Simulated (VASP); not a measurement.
# In (P1) in VASP: further runs, part 2 of 2

VASP 6.6.1.

**3. Single point, PBE**

This run uses another cell than the first one, of 27.65 Å³/atom.

The input, INCAR:

```
SYSTEM = In
PREC = Accurate
ENCUT = 520
EDIFF = 1E-6
ISMEAR = 0
SIGMA = 0.1
LREAL = .FALSE.
LASPH = .TRUE.
NELM = 60
ALGO = Normal
ISIF = 2
LWAVE = .FALSE.
LCHARG = .TRUE.
GGA = PE
LELF = .TRUE.
LVHAR = .TRUE.
NBANDS = 26
```

The input, KPOINTS:

```
Automatic mesh
0
G
  6 6 2
  0 0 0
```

The input, POSCAR:

```
In
1.0
    3.2540655501      0.0000000000      0.0000000000
    1.4004570491      3.0901008947      0.0000000000
    0.9003641330      0.6860092747      8.2485801558
In
3
Direct
    0.7834226631      0.7633938956      0.6673748566
    0.5222488123      0.5157336953      0.3335734863
    0.0276618579      0.0542057425      0.9990516571
```

Potentials or basis: VASP PAW PBE potentials, release 64 (In_d).

Run with:

```console
$ cat potpaw_PBE.64/In_d/POTCAR > POTCAR
$ mpirun -np 1 vasp_std > vasp.out
```

OUTCAR:

```text
SYSTEM = In
   PREC = Accurate
   ENCUT = 520
   EDIFF = 1E-6
   ISMEAR = 0
   LREAL = .FALSE.
   LASPH = .TRUE.
   NELM = 60
   ISIF = 2
   GGA = PE

 ion  position               nearest neighbor table
   1  0.783  0.763  0.667-   2 3.29   3 3.32   3 3.37   2 3.41   3 3.44   2 3.46
   2  0.522  0.516  0.334-   1 3.29   3 3.29   3 3.32   1 3.41   1 3.46   3 3.75
   3  0.028  0.054  0.999-   2 3.29   1 3.32   2 3.32   1 3.37   1 3.44   2 3.75

  LATTYP: Found a triclinic cell.
 ALAT       =     3.2540655501
 B/A-ratio  =     1.0425848995
 C/A-ratio  =     2.6444480682
 COS(alpha) =     0.0402961248
 COS(beta)  =     0.2735205927
 COS(gamma) =     0.4127927550

  Lattice vectors:

 A1 = (  -3.2540655501,   0.0000000000,   0.0000000000)
 A2 = (  -1.4004570491,  -3.0901008947,   0.0000000000)
 A3 = (  -2.3537014171,   0.6860092747,   8.2485801558)

Analysis of symmetry for initial positions (statically):
=====================================================================
 Subroutine PRICEL returns:
 Original cell was already a primitive cell.

 Routine SETGRP: Setting up the symmetry group for a
 triclinic supercell.

 Subroutine GETGRP returns: Found  1 space group operations
 (whereof  1 operations were pure point group operations)
 out of a pool of  2 trial point group operations.

The static configuration has the point symmetry C_1 .

Analysis of symmetry for dynamics (positions and initial velocities):
=====================================================================
 Subroutine PRICEL returns:
 Original cell was already a primitive cell.

 Routine SETGRP: Setting up the symmetry group for a
 triclinic supercell.

 Subroutine GETGRP returns: Found  1 space group operations
 (whereof  1 operations were pure point group operations)
 out of a pool of  2 trial point group operations.

The dynamic configuration has the point symmetry C_1 .

 Subroutine INISYM returns: Found  1 space group operations
 (whereof  1 operations are pure point group operations),
 and found     1 'primitive' translations

----------------------------------------------------------------------------------------

                                     Primitive cell

  volume of cell :      82.9427

  direct lattice vectors                    reciprocal lattice vectors
     3.254065550  0.000000000  0.000000000     0.307307884 -0.139274253 -0.021960818
     1.400457049  3.090100895  0.000000000     0.000000000  0.323614029 -0.026913993
     0.900364133  0.686009275  8.248580156     0.000000000  0.000000000  0.121232986

  length of vectors
     3.254065550  3.392639604  8.325883670     0.338109052  0.324731278  0.121232986

  position of ions in fractional coordinates (direct lattice)
     0.783422663  0.763393896  0.667374857
     0.522248812  0.515733695  0.333573486
     0.027661858  0.054205743  0.999051657

  ion indices of the primitive-cell ions
   primitive index   ion index
                 1           1
                 2           2
                 3           3

----------------------------------------------------------------------------------------

 KPOINTS: Automatic mesh

Automatic generation of k-mesh.
 Grid dimensions read from file:
 generate k-points for:    6    6    2

 Generating k-lattice:

  Cartesian coordinates                     Fractional coordinates (reciprocal lattice)
     0.051217981 -0.023212375 -0.003660136     0.166666667 -0.000000000  0.000000000
     0.000000000  0.053935671 -0.004485665     0.000000000  0.166666667  0.000000000
     0.000000000  0.000000000  0.060616493     0.000000000  0.000000000  0.500000000

  Length of vectors
     0.056351509  0.054121880  0.060616493

  Shift w.r.t. Gamma in fractional coordinates (k-lattice)
     0.000000000  0.000000000  0.000000000

 Subroutine IBZKPT returns following result:
 ===========================================

 Found     40 irreducible k-points:

 Following reciprocal coordinates:
            Coordinates               Weight
  0.000000  0.000000  0.000000      1.000000
  0.166667 -0.000000 -0.000000      2.000000
  0.333333 -0.000000  0.000000      2.000000
  0.500000  0.000000  0.000000      1.000000
  0.000000  0.166667  0.000000      2.000000
  0.166667  0.166667 -0.000000      2.000000
[... 16 lines left out ...]
  0.333333 -0.000000  0.500000      2.000000
  0.500000  0.000000  0.500000      1.000000
 [... further k-points ...]
   k-points           NKPTS =     40   k-points in BZ     NKDIM =     40   number of bands    NBANDS=     26
   number of dos      NEDOS =    301   number of ions     NIONS =      3
   total plane-waves  NPLWV =  43008
   dimension x,y,z NGX =    24 NGY =   28 NGZ =   64
   dimension x,y,z NGXF=    48 NGYF=   56 NGZF=  128
   ions per type =               3
   NGX,Y,Z   is equivalent  to a cutoff of  12.26, 13.72, 12.78 a.u.
   NGXF,Y,Z  is equivalent  to a cutoff of  24.52, 27.44, 25.56 a.u.
 SYSTEM =  In
   PREC   = accura    normal or accurate (medium, high low for compatibility)
   ISTART =      0    job   : 0-new  1-cont  2-samecut
   ICHARG =      2    charge: 1-file 2-atom 10-const
   ISPIN  =      1    spin polarized calculation?
   LNONCOLLINEAR =      F non collinear calculations
   LSORBIT =      F    spin-orbit coupling
   LASPH  =      T    aspherical Exc in radial PAW
   ENCUT  =  520.0 eV  38.22 Ry    6.18 a.u.   6.05  6.31 15.48*2*pi/ulx,y,z
   NELM   =     60;   NELMIN=  2; NELMDL= -5     # of ELM steps
   EDIFF  = 0.1E-05   stopping-criterion for ELM
   LREAL  =      F    real-space projection
   EDIFFG = 0.1E-04   stopping-criterion for IOM
   NSW    =      0    number of steps for IOM
   IBRION =     -1    ionic relax: 0-MD 1-quasi-New 2-CG
   NFREE  =      0    steps in history (QN), initial steepest desc. (CG)
   ISIF   =      2    stress and relaxation
   ISYM   =      2    0-nonsym 1-usesym 2-fastsym
   POTIM  = 0.5000    time-step for ionic-motion
   TEBEG  =    0.0;   TEEND  =   0.0 temperature during run
   PSTRESS=    0.0 pullay stress
   NELECT =      39.0000    total number of electrons
   NUPDOWN=      -1.0000    fix difference up-down
   EMIN   =  10.00;   EMAX   =-10.00  energy-range for DOS
   EFERMI =   0.00;   METHOD = LEGACY
   ISMEAR =     0;   SIGMA  =   0.10  broadening in eV -4-tet -1-fermi 0-gaus
   EFERMI_NEDOS =   21; number of points for ismear=-14 and -15
   IALGO  =     38    algorithm
   IMIX   =      4    mixing-type and parameters
     AMIX     =   0.40;   BMIX     =  1.00
     AMIX_MAG =   1.60;   BMIX_MAG =  1.00
  volume/ion in A,a.u.               =      27.65       186.57
  Fermi-wavevector in a.u.,A,eV,Ry     =   1.273025  2.405669 22.049507  1.620593
  Thomas-Fermi vector in A             =   2.405871
   LORBIT       =      0    0 simple, 1 ext, 2 COOP (PROOUT), +10 PAW based schemes
   GGA     = PE    functional components
   LHFCALC =     F    Hartree Fock is set to
   AEXX    =    0.0000 exact exchange contribution
   IVDW    =     0    specifies the selected vdW correction
   LEPSILON=     F    determine dielectric tensor
   LRPA    =     F    only Hartree local field effects (RPA)
 non-spin polarized calculation
 Gauss-broadening in eV      SIGMA  =   0.10
  energy-cutoff  :      520.00
  volume of cell :       82.94
 maximum number of plane-waves:      2247
   NGX = 13   NGY = 13   NGZ = 31

 number of electron      39.0000002 magnetization

 Free energy of the ion-electron system (eV)
  ---------------------------------------------------
  ext. energy  EPLUGINS =         0.00000000
  ---------------------------------------------------
  free energy    TOTEN  =        -7.72703611 eV

  energy without entropy =       -7.71955162  energy(sigma->0) =       -7.72329387

 E-fermi :   6.8668     XC(G=0):  -9.9924

 val. band max:        6.8663672655   @ k =   0.5000   0.3333   0.0000
 cond. band min:       6.8838622807   @ k =   0.5000   0.0000   0.5000
 fundamental gap:      0.0174950152
 Fermi energy:         6.8668274616

 k-point     1 :       0.0000    0.0000    0.0000
  band No.  band energies     occupation
      1      -7.7762      2.00000
      2      -7.7525      2.00000
      3      -7.7452      2.00000
      4      -7.7237      2.00000
      5      -7.7027      2.00000
      6      -7.6869      2.00000
[... 18 lines left out ...]
     25      16.0224      0.00000
     26      16.9311      0.00000
[... 644 lines left out ...]
      4      -7.7338      2.00000
      5      -7.7065      2.00000
      6      -7.6853      2.00000
[... 18 lines left out ...]
     25      12.7428      0.00000
     26      13.6566      0.00000

 [... further k-points ...]

------------------------ aborting loop because EDIFF is reached ----------------------------------------

  FORCE on cell =-STRESS in cart. coord.  units (eV):
  Direction    XX          YY          ZZ          XY          YZ          ZX
  --------------------------------------------------------------------------------------
  -------------------------------------------------------------------------------------
  Total        0.8239829     -0.4203948     -0.9133561      0.1564338     -0.2576250     -0.1686372
  in kB       15.9166115     -8.1206313    -17.6430050      3.0217811     -4.9764593     -3.2575107
  external PRESSURE =      -3.2823416 kB  Pullay stress =       0.0000000 kB

 VOLUME and BASIS-vectors are now :
 -----------------------------------------------------------------------------
  energy-cutoff  :      520.00
  volume of cell :       82.94
      direct lattice vectors                 reciprocal lattice vectors
     3.254065550  0.000000000  0.000000000     0.307307884 -0.139274253 -0.021960818
     1.400457049  3.090100895  0.000000000     0.000000000  0.323614029 -0.026913993
     0.900364133  0.686009275  8.248580156     0.000000000  0.000000000  0.121232986

 POSITION                                       TOTAL-FORCE (eV/Angst)
 -----------------------------------------------------------------------------------
      4.21929      2.81679      5.50489         0.004138      0.012492     -0.011688
      2.72203      1.82250      2.75151        -0.002069     -0.004689      0.008926
      1.06544      0.85286      8.24076        -0.002069     -0.007803      0.002762
 -----------------------------------------------------------------------------------
    total drift:                               -0.000267     -0.000017     -0.000572

  FREE ENERGIE OF THE ION-ELECTRON SYSTEM (eV)
  ---------------------------------------------------
  free  energy   TOTEN  =        -7.7270361092 eV

  energy  without entropy=       -7.7195516214  energy(sigma->0) =       -7.72329387
```

Run time: 94 s. Hardware: 1 thread of Intel Xeon 8259CL, shared host; peak memory 0.23 GiB.

Results:

```
Free energy            : -7.7270 eV
Pressure               : -0.3 GPa
Largest force          : 0.018 eV/Å
Band gap on the k mesh : zero (an odd number of electrons rules out a gap without spin polarisation)
```

Forces in eV/Å, atoms in the order of the input:
```
In   0.004  0.012 -0.012
In  -0.002 -0.005  0.009
In  -0.002 -0.008  0.003
```

Caveat: the k points lie up to 0.38 Å⁻¹ apart, too coarse for converged energies and pressures of a metal; spin-orbit coupling is left out, which moves the levels of the heavy elements.

**4. Relaxation of cell and atoms, PBE**

This run uses another cell than the first one, of 27.65 Å³/atom.

The input, INCAR:

```
  ALGO = Normal
  EDIFF = 1E-7
  EDIFFG = -0.04
  ENCUT = 600
  GGA = PE
  IBRION = 2
  ISIF = 3
  ISMEAR = 0
  LASPH = True
  LCHARG = False
  LREAL = False
  LWAVE = False
  NELM = 60
  NSW = 90
  PREC = Accurate
  SIGMA = 0.1
```

The input, KPOINTS:

```
k-points
0
Gamma
  6 6 2
```

POSCAR is that of step 3.

Run with:

```console
$ cat potpaw_PBE.64/In_d/POTCAR > POTCAR
$ mpirun -np 1 vasp_std > vasp.out
```

Wall time 26 min (1 thread of Intel Xeon 8259CL, shared host); peak memory 0.28 GiB.

It converged, with:

- Free energy: -7.8104 eV
- Relaxed volume: 27.16 Å³/atom
- Relaxed cell: a = 3.383 Å, b = 3.423 Å, c = 8.225 Å, α = 81.43°, β = 82.55°, γ = 60.11°
- Space group after relaxing (to 0.1 Å): P-1 (No. 2)
- Energy gained by relaxing: 27.8 meV/atom
- Ionic steps: 15
- Pressure after relaxing: 0.0 GPa
- Largest force after relaxing: 0.040 eV/Å
- Band gap on the k mesh: zero (an odd number of electrons rules out a gap without spin polarisation)

Forces in eV/Å, atoms in the order of the input:
```
In   0.001  0.012 -0.003
In   0.023  0.019  0.011
In  -0.024 -0.031 -0.008
```

Stress tensor (GPa, compression positive):
```
-0.01  0.04  0.01
 0.04 -0.07 -0.01
 0.01 -0.01  0.07
```

The path:
```
step  energy change (eV)  largest force (eV/Å)  pressure (GPa)  volume (Å³)
   1              0.0000                0.0180           -0.28        82.94
   2             -0.0202                0.0253           -0.09        82.34
   3             -0.0241                0.0409            0.05        82.00
   4             -0.0312                0.0359            0.52        81.27
   5             -0.0433                0.0414           -0.02        82.30
   6             -0.0437                0.0491           -0.14        82.54
   7             -0.0557                0.0527           -0.30        82.39
   8             -0.0757                0.0649           -0.16        81.84
   9             -0.0773                0.0592           -0.23        82.04
  10             -0.0780                0.0618           -0.19        81.98
  11             -0.0799                0.0423            0.20        81.09
  12             -0.0817                0.0499            0.04        81.44
  13             -0.0828                0.0394           -0.01        81.49
  14             -0.0830                0.0414            0.00        81.48
  15             -0.0834                0.0396            0.00        81.48
```

Final structure:
```cif
data_structure
_symmetry_space_group_name_H-M 'P 1'
_symmetry_Int_Tables_number 1
_cell_length_a 3.3827
_cell_length_b 3.4232
_cell_length_c 8.2252
_cell_angle_alpha 81.427
_cell_angle_beta 82.547
_cell_angle_gamma 60.109
_cell_volume 81.48
loop_
_atom_site_label
_atom_site_type_symbol
_atom_site_fract_x
_atom_site_fract_y
_atom_site_fract_z
_atom_site_occupancy
In1 In 0.78221 0.76818 0.66673 1
In2 In 0.51992 0.51812 0.33548 1
In3 In 0.03120 0.04704 0.99779 1
```

Levels at points of the mesh, in eV from the Fermi level:
```tsv
k point	band 17	band 18	band 19	band 20	band 21	band 22	band 23
(0.00, 0.00, 0.00)	-6.91	-6.84	0.74	0.81	7.73	7.86	8.26
(0.50, 0.00, 0.00)	-4.38	-2.67	-2.48	-1.43	-1.40	3.96	3.99
(0.00, 0.50, 0.00)	-4.48	-3.03	-2.66	-1.32	-1.29	3.61	4.23
(0.50, 0.50, 0.00)	-4.48	-2.92	-2.75	-1.10	-0.81	2.51	3.61
(0.00, 0.00, 0.50)	-8.72	-4.09	-3.22	6.13	6.23	7.37	8.08
(0.50, 0.00, 0.50)	-4.33	-3.78	-3.16	0.11	0.12	1.67	2.62
(0.00, 0.50, 0.50)	-4.40	-3.87	-3.15	-0.22	-0.17	1.93	2.70
(0.50, 0.50, 0.50)	-3.98	-3.58	-3.03	-0.51	-0.39	2.37	3.39
```

Caveat: the k points lie up to 0.39 Å⁻¹ apart in the final cell, too coarse for converged energies and pressures of a metal; spin-orbit coupling is left out, which moves the levels of the heavy elements.

**5. Overview**

```tsv
task	cell	cutoff (eV)	gap on the mesh (eV)	pressure (GPa)	largest force (eV/Å)
single point	a = 3.423, b = 3.394, c = 8.222 Å, angles 82.0, 81.2, 60.1°, 3 atoms, atomic positions A	520	none	0.0	0.01
single point	a = 3.254, b = 3.393, c = 8.326 Å, angles 83.1, 83.8, 65.6°, 3 atoms, atomic positions B	520	none	-0.3	0.02
relaxation of cell and atoms	relaxed from a = 3.254, b = 3.393, c = 8.326 Å, angles 83.1, 83.8, 65.6°, 3 atoms, atomic positions B	600	none	0.0	0.04
```

Alike in all rows: level PBE; potentials or basis VASP PAW PBE potentials, release 64 (In_d); no spin polarisation; k mesh 6 × 6 × 2; smearing gaussian 0.1 eV.

Caveats: all runs use coarse meshes; spin-orbit coupling is left out, which moves the levels of the heavy elements.

Absolute energies hang on the potentials; compare differences alone.

The gap in the log of VASP goes by the Fermi energy; the results here count the filled bands.